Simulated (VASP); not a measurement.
Here is a VASP 6.6.1 calculation.

INCAR

```
ALGO = Normal
EDIFF = 1E-6
ENCUT = 520
GGA = PS
ISIF = 2
ISMEAR = 0
LASPH = True
LCHARG = False
LREAL = False
LWAVE = False
NBANDS = 8
NELM = 60
PREC = Accurate
SIGMA = 0.15
```

Contents of KPOINTS:

```
k-points
0
Gamma
  12 12 12
```

POSCAR

```
P
1.0
    4.3933312230      0.0000000000      0.0000000000
    0.0000000000      4.3933312230      0.0000000000
    0.0000000000      0.0000000000      4.1412772709
P
1
Direct
    0.0000000000      0.0000000000      0.0000000000
```

Potentials or basis: VASP PAW PBE potentials, release 64 (P).

The run is started by

```console
$ cat potpaw_PBE.64/P/POTCAR > POTCAR
$ mpirun -np 1 vasp_std > vasp.out
```

Problem. Estimate the pressure.

Solution. -3.9 GPa.

Stress tensor (GPa, compression positive):
```
-3.52  0.00  0.00
 0.00 -3.52  0.00
 0.00  0.00 -4.54
```

Caveat: the PAW data sets were made with another functional, which shifts forces and pressure a little.
